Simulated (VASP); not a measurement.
# AlCo (P4/mmm) in VASP: further runs

Runs on AlCo. Level: PBE. Tasks: single point.

All numbers are computed with VASP 6.6.1; they aren't measurements. Logs are shortened: lines on timing, memory, paths and dates and some standing lists are left out, and cuts for length are marked.

### Step 1. The cell of the first run

The structure is tetragonal, space group P4/mmm (No. 123). The conventional cell has a = 2.709 Å, b = 2.709 Å, c = 2.994 Å, α = 90.00°, β = 90.00°, γ = 90.00°. Within 3.2 Å of Al (site symmetry 4/mmm) lie 8 Co at 2.43 Å and 6 Al at 2.71 to 2.99 Å. Co (site symmetry 4/mmm) has 8 Al at 2.43 Å and 6 Co at 2.71 to 2.99 Å within 3.2 Å.

### Step 2. Single point, PBE (strain -0.050 along x and y, +0.050 along z)

File INCAR:

```
ALGO     = Fast           # electronic algorithm
EDIFF    = 1E-7           # SCF threshold, eV
ENCUT    = 520            # plane-wave cutoff, eV
GGA      = PE             # functional
ISIF     = 2              # what is computed and relaxed
ISMEAR   = 0              # smearing method
LASPH    = T              # aspherical terms in the spheres
LCHARG   = F              # write CHGCAR
LREAL    = F              # projectors in reciprocal space
LWAVE    = F              # write WAVECAR
NBANDS   = 13             # bands
NELM     = 80             # most SCF steps
PREC     = Accurate       # precision mode
SIGMA    = 0.15           # smearing width, eV
```

File KPOINTS:

```
k-points
0
Gamma
  22 22 22
```

File POSCAR:

```
AlCo
1.0
    2.7093072762      0.0000000000      0.0000000000
    0.0000000000      2.7093072762      0.0000000000
    0.0000000000      0.0000000000      2.9944975158
Al Co
1 1
Direct
    0.0000000000      0.0000000000      0.0000000000
    0.5000000000      0.5000000000      0.5000000000
```

Potentials or basis: VASP PAW PBE potentials, release 64 (Al, Co).

Started as:

```
$ cat potpaw_PBE.64/Al/POTCAR potpaw_PBE.64/Co/POTCAR > POTCAR
$ mpirun -np 1 vasp_std > vasp.out
```

OUTCAR:

```text
EDIFF = 1E-7
   ENCUT = 520
   GGA = PE
   ISIF = 2
   ISMEAR = 0
   LASPH = T
   LREAL = F
   NELM = 80
   PREC = Accurate

 ion  position               nearest neighbor table
   1  0.000  0.000  0.000-   2 2.43   2 2.43   2 2.43   2 2.43   2 2.43   2 2.43   2 2.43   2 2.43

   2  0.500  0.500  0.500-   1 2.43   1 2.43   1 2.43   1 2.43   1 2.43   1 2.43   1 2.43   1 2.43

  LATTYP: Found a simple tetragonal cell.
 ALAT       =     2.7093072762
 C/A-ratio  =     1.1052631579

  Lattice vectors:

 A1 = (   2.7093072762,   0.0000000000,   0.0000000000)
 A2 = (   0.0000000000,   2.7093072762,   0.0000000000)
 A3 = (   0.0000000000,   0.0000000000,   2.9944975158)

Analysis of symmetry for initial positions (statically):
=====================================================================
 Subroutine PRICEL returns:
 Original cell was already a primitive cell.

 Routine SETGRP: Setting up the symmetry group for a
 simple tetragonal supercell.

 Subroutine GETGRP returns: Found 16 space group operations
 (whereof 16 operations were pure point group operations)
 out of a pool of 16 trial point group operations.

The static configuration has the point symmetry D_4h.

Analysis of symmetry for dynamics (positions and initial velocities):
=====================================================================
 Subroutine PRICEL returns:
 Original cell was already a primitive cell.

 Routine SETGRP: Setting up the symmetry group for a
 simple tetragonal supercell.

 Subroutine GETGRP returns: Found 16 space group operations
 (whereof 16 operations were pure point group operations)
 out of a pool of 16 trial point group operations.

The dynamic configuration has the point symmetry D_4h.

 Subroutine INISYM returns: Found 16 space group operations
 (whereof 16 operations are pure point group operations),
 and found     1 'primitive' translations

----------------------------------------------------------------------------------------

                                     Primitive cell

  volume of cell :      21.9806

  direct lattice vectors                    reciprocal lattice vectors
     2.709307276  0.000000000  0.000000000     0.369098038  0.000000000  0.000000000
     0.000000000  2.709307276  0.000000000     0.000000000  0.369098038  0.000000000
     0.000000000  0.000000000  2.994497516     0.000000000  0.000000000  0.333945844

  length of vectors
     2.709307276  2.709307276  2.994497516     0.369098038  0.369098038  0.333945844

  position of ions in fractional coordinates (direct lattice)
     0.000000000  0.000000000  0.000000000
     0.500000000  0.500000000  0.500000000

  ion indices of the primitive-cell ions
   primitive index   ion index
                 1           1
                 2           2

----------------------------------------------------------------------------------------

 KPOINTS: k-points

Automatic generation of k-mesh.
 Grid dimensions read from file:
 generate k-points for:   22   22   22

 Generating k-lattice:

  Cartesian coordinates                     Fractional coordinates (reciprocal lattice)
     0.016777184  0.000000000  0.000000000     0.045454545  0.000000000  0.000000000
     0.000000000  0.016777184  0.000000000     0.000000000  0.045454545  0.000000000
     0.000000000  0.000000000  0.015179357     0.000000000  0.000000000  0.045454545

  Length of vectors
     0.016777184  0.016777184  0.015179357

  Shift w.r.t. Gamma in fractional coordinates (k-lattice)
     0.000000000  0.000000000  0.000000000

 Subroutine IBZKPT returns following result:
 ===========================================

 Found    936 irreducible k-points:

 Following reciprocal coordinates:
            Coordinates               Weight
  0.000000  0.000000  0.000000      1.000000
  0.045455  0.000000  0.000000      4.000000
  0.090909  0.000000  0.000000      4.000000
  0.136364  0.000000  0.000000      4.000000
  0.181818  0.000000  0.000000      4.000000
  0.227273  0.000000  0.000000      4.000000
[... 16 lines left out ...]
  0.500000  0.045455  0.000000      4.000000
  0.090909  0.090909  0.000000      4.000000
 [... further k-points ...]
   k-points           NKPTS =    936   k-points in BZ     NKDIM =    936   number of bands    NBANDS=     13
   number of dos      NEDOS =    301   number of ions     NIONS =      2
   total plane-waves  NPLWV =   9600
   dimension x,y,z NGX =    20 NGY =   20 NGZ =   24
   dimension x,y,z NGXF=    40 NGYF=   40 NGZF=   48
   ions per type =               1   1
   NGX,Y,Z   is equivalent  to a cutoff of  12.27, 12.27, 13.32 a.u.
   NGXF,Y,Z  is equivalent  to a cutoff of  24.54, 24.54, 26.65 a.u.
 SYSTEM =  unknown system
   PREC   = accura    normal or accurate (medium, high low for compatibility)
   ISTART =      0    job   : 0-new  1-cont  2-samecut
   ICHARG =      2    charge: 1-file 2-atom 10-const
   ISPIN  =      1    spin polarized calculation?
   LNONCOLLINEAR =      F non collinear calculations
   LSORBIT =      F    spin-orbit coupling
   LASPH  =      T    aspherical Exc in radial PAW
   ENCUT  =  520.0 eV  38.22 Ry    6.18 a.u.   5.04  5.04  5.57*2*pi/ulx,y,z
   NELM   =     80;   NELMIN=  2; NELMDL= -5     # of ELM steps
   EDIFF  = 0.1E-06   stopping-criterion for ELM
   LREAL  =      F    real-space projection
   EDIFFG = 0.1E-05   stopping-criterion for IOM
   NSW    =      0    number of steps for IOM
   IBRION =     -1    ionic relax: 0-MD 1-quasi-New 2-CG
   NFREE  =      0    steps in history (QN), initial steepest desc. (CG)
   ISIF   =      2    stress and relaxation
   ISYM   =      2    0-nonsym 1-usesym 2-fastsym
   POTIM  = 0.5000    time-step for ionic-motion
   TEBEG  =    0.0;   TEEND  =   0.0 temperature during run
   PSTRESS=    0.0 pullay stress
   NELECT =      12.0000    total number of electrons
   NUPDOWN=      -1.0000    fix difference up-down
   EMIN   =  10.00;   EMAX   =-10.00  energy-range for DOS
   EFERMI =   0.00;   METHOD = LEGACY
   ISMEAR =     0;   SIGMA  =   0.15  broadening in eV -4-tet -1-fermi 0-gaus
   EFERMI_NEDOS =   21; number of points for ismear=-14 and -15
   IALGO  =     68    algorithm
   IMIX   =      4    mixing-type and parameters
     AMIX     =   0.40;   BMIX     =  1.00
     AMIX_MAG =   1.60;   BMIX_MAG =  1.00
  volume/ion in A,a.u.               =      10.99        74.17
  Fermi-wavevector in a.u.,A,eV,Ry     =   1.337997  2.528447 24.357633  1.790236
  Thomas-Fermi vector in A             =   2.466502
   LORBIT       =      0    0 simple, 1 ext, 2 COOP (PROOUT), +10 PAW based schemes
   GGA     = PE    functional components
   LHFCALC =     F    Hartree Fock is set to
   AEXX    =    0.0000 exact exchange contribution
   IVDW    =     0    specifies the selected vdW correction
   LEPSILON=     F    determine dielectric tensor
   LRPA    =     F    only Hartree local field effects (RPA)
 non-spin polarized calculation
 RMM-DIIS sequential band-by-band and
 Gauss-broadening in eV      SIGMA  =   0.15
  energy-cutoff  :      520.00
  volume of cell :       21.98
 maximum number of plane-waves:       612
   NGX = 11   NGY = 11   NGZ = 11

 number of electron      11.9999997 magnetization

 Free energy of the ion-electron system (eV)
  ---------------------------------------------------
  ext. energy  EPLUGINS =         0.00000000
  ---------------------------------------------------
  free energy    TOTEN  =       -11.88861825 eV

  energy without entropy =      -11.87813201  energy(sigma->0) =      -11.88337513

 E-fermi :  11.0773     XC(G=0): -12.5182

 val. band max:       11.0724459075   @ k =   0.2727   0.2273   0.5000
 cond. band min:      11.0779294425   @ k =   0.5000   0.0000   0.4091
 fundamental gap:      0.0054835349
 Fermi energy:        11.0773409972

 k-point     1 :       0.0000    0.0000    0.0000
  band No.  band energies     occupation
      1      -0.1569      2.00000
      2       7.9924      2.00000
      3       8.1921      2.00000
      4      10.3239      2.00000
      5      10.3239      2.00000
      6      10.6675      1.99989
      7      15.1598      0.00000
      8      18.8144      0.00000
      9      18.8144      0.00000
     10      19.5582      0.00000
     11      20.5575      0.00000
     12      27.8151      0.00000
     13      32.9343      0.00000

 k-point     2 :       0.0455    0.0000    0.0000
  band No.  band energies     occupation
      1      -0.1136      2.00000
      2       8.0055      2.00000
      3       8.1965      2.00000
      4      10.2853      2.00000
      5      10.3270      2.00000
      6      10.6452      1.99995
      7      15.2323      0.00000
      8      18.1560      0.00000
      9      18.8705      0.00000
     10      19.6283      0.00000
     11      21.0739      0.00000
     12      27.9852      0.00000
     13      32.1671      0.00000

 k-point     3 :       0.0909    0.0000    0.0000
  band No.  band energies     occupation
      1       0.0163      2.00000
      2       8.0418      2.00000
      3       8.2076      2.00000
      4      10.1776      2.00000
      5      10.3362      2.00000
      6      10.5808      2.00000
      7      15.4422      0.00000
      8      17.0566      0.00000
      9      19.0362      0.00000
     10      19.6493      0.00000
     11      21.9359      0.00000
     12      28.4978      0.00000
     13      30.9553      0.00000
[... 305 lines left out ...]
 k-point    23 :       0.5000    0.0455    0.0000
  band No.  band energies     occupation
      1       4.5542      2.00000
      2       4.7471      2.00000
      3       8.8083      2.00000
      4       8.9906      2.00000
      5       9.7157      2.00000
      6      10.4531      2.00000
      7      11.8389      0.00000
      8      19.4867      0.00000
      9      20.2175      0.00000
     10      22.0519      0.00000
     11      23.0430      0.00000
     12      24.5423      0.00000
     13      26.4209      0.00000

 k-point    24 :       0.0909    0.0909    0.0000
  band No.  band energies     occupation
      1       0.1885      2.00000
      2       8.0899      2.00000
      3       8.2296      2.00000
      4      10.1427      2.00000
      5      10.2452      2.00000
      6      10.4860      2.00000
      7      15.7168      0.00000
      8      16.8534      0.00000
      9      17.6878      0.00000
     10      20.1265      0.00000
     11      23.0674      0.00000
     12      29.0289      0.00000
     13      30.8109      0.00000

 [... further k-points ...]

------------------------ aborting loop because EDIFF is reached ----------------------------------------

  FORCE on cell =-STRESS in cart. coord.  units (eV):
  Direction    XX          YY          ZZ          XY          YZ          ZX
  --------------------------------------------------------------------------------------
  -------------------------------------------------------------------------------------
  Total        2.2386845      2.2386845      0.4466974      0.0000000      0.0000000      0.0000000
  in kB      163.1785234    163.1785234     32.5599339      0.0000000      0.0000000      0.0000000
  external PRESSURE =     119.6389936 kB  Pullay stress =       0.0000000 kB

 VOLUME and BASIS-vectors are now :
 -----------------------------------------------------------------------------
  energy-cutoff  :      520.00
  volume of cell :       21.98
      direct lattice vectors                 reciprocal lattice vectors
     2.709307276  0.000000000  0.000000000     0.369098038  0.000000000  0.000000000
     0.000000000  2.709307276  0.000000000     0.000000000  0.369098038  0.000000000
     0.000000000  0.000000000  2.994497516     0.000000000  0.000000000  0.333945844

 POSITION                                       TOTAL-FORCE (eV/Angst)
 -----------------------------------------------------------------------------------
      0.00000      0.00000      0.00000         0.000000      0.000000      0.000000
      1.35465      1.35465      1.49725         0.000000      0.000000      0.000000
 -----------------------------------------------------------------------------------
    total drift:                               -0.000000      0.000000      0.000000

  FREE ENERGIE OF THE ION-ELECTRON SYSTEM (eV)
  ---------------------------------------------------
  free  energy   TOTEN  =       -11.8886182488 eV

  energy  without entropy=      -11.8781320081  energy(sigma->0) =      -11.88337513
```

Wall time 2 min (1 thread of AMD EPYC 9R45 (Zen 5), shared host); peak memory 0.34 GiB.

What came out:

```yaml
Free_energy: -11.8886 eV
Pressure: 12.0 GPa
Band_gap_on_the_k_mesh: zero (bands 6 and 7 overlap by 2.65 eV)
```

Stress tensor (GPa, compression positive):
```
16.32  0.00  0.00
 0.00 16.32  0.00
 0.00  0.00  3.26
```

Levels at points of the mesh, in eV from the Fermi level:
| k point | band 4 | band 5 | band 6 | band 7 | band 8 | band 9 |
| --- | --- | --- | --- | --- | --- | --- |
| (0.00, 0.00, 0.00) | -0.75 | -0.75 | -0.41 | 4.08 | 7.74 | 7.74 |
| (0.50, 0.00, 0.00) | -2.09 | -1.35 | -0.60 | 0.76 | 8.44 | 9.06 |
| (0.50, 0.50, 0.00) | -2.08 | -1.74 | -1.74 | 0.22 | 3.43 | 4.63 |
| (0.00, 0.00, 0.50) | -1.37 | -1.37 | -0.35 | -0.18 | 8.74 | 12.13 |
| (0.50, 0.00, 0.50) | -2.48 | -1.24 | -1.15 | -0.21 | 2.63 | 3.65 |
| (0.50, 0.50, 0.50) | -0.17 | 0.24 | 2.38 | 2.78 | 2.78 | 4.85 |

Caveat: the cell differs from its parent crystal (strain -0.050 along x and y, +0.050 along z); the cell stands under pressure; the run has no spin polarisation, though such a crystal can be magnetic. Spin polarisation is off, so any magnetic state and its effect on volume and gap are missing.

### Step 3. Single point, PBE (strain +0.050 along x and y, -0.050 along z)

File INCAR:

```
SYSTEM = AlCo
PREC = Accurate
ENCUT = 520
EDIFF = 1E-6
ISMEAR = 0
SIGMA = 0.15
LREAL = .False.
LASPH = .True.
NELM = 60
ALGO = Fast
ISIF = 2
LWAVE = .False.
LCHARG = .True.
GGA = PE
LELF = .True.
LVHAR = .True.
NBANDS = 13
```

File KPOINTS:

```
Automatic mesh
0
Gamma
  22 22 22
  0 0 0
```

File POSCAR:

```
AlCo
1.0
    2.9944975158      0.0000000000      0.0000000000
    0.0000000000      2.9944975158      0.0000000000
    0.0000000000      0.0000000000      2.7093072762
Al Co
1 1
Direct
    0.0000000000      0.0000000000      0.0000000000
    0.5000000000      0.5000000000      0.5000000000
```

Potentials or basis: VASP PAW PBE potentials, release 64 (Al, Co).

Started as:

```
$ cat potpaw_PBE.64/Al/POTCAR potpaw_PBE.64/Co/POTCAR > POTCAR
$ mpirun -np 1 vasp_std > vasp.out
```

Run time: 2.3 min. Hardware: 1 thread of AMD EPYC 9R45 (Zen 5), shared host; peak memory 0.38 GiB.

It converged, with:

| Quantity | Value |
| --- | --- |
| Free energy | -11.8781 eV |
| Pressure | -6.3 GPa |
| Band gap on the k mesh | zero (bands 6 and 7 overlap by 2.74 eV) |

Stress tensor (GPa, compression positive):
```
-12.54   0.00   0.00
  0.00 -12.54   0.00
  0.00   0.00   6.17
```

Levels at points of the mesh, in eV from the Fermi level:
```csv
k point,band 2,band 3,band 4,band 5,band 6,band 7,band 8,band 9,band 10,band 11
"(0.00, 0.00, 0.00)",-2.71,-2.56,-0.89,-0.50,-0.50,4.70,4.70,8.27,8.36,8.56
"(0.50, 0.00, 0.00)",-6.38,-2.14,-1.73,-1.03,-0.42,0.00,8.16,9.28,9.99,12.70
"(0.50, 0.50, 0.00)",-2.88,-2.88,-2.88,-0.91,-0.91,-0.30,1.79,2.71,14.11,16.14
"(0.00, 0.00, 0.50)",-5.71,-1.96,-1.67,-1.67,-0.71,0.86,8.53,9.62,9.62,11.03
"(0.50, 0.00, 0.50)",-2.65,-2.52,-1.90,-1.47,-1.38,-0.05,2.83,3.57,11.62,14.32
"(0.50, 0.50, 0.50)",-3.55,-3.55,-0.23,0.12,2.45,2.45,2.77,3.83,4.44,5.55
```

Caveat: the cell differs from its parent crystal (strain +0.050 along x and y, -0.050 along z); the cell stands under tension; the run has no spin polarisation, though such a crystal can be magnetic. Spin polarisation is off, so any magnetic state and its effect on volume and gap are missing.
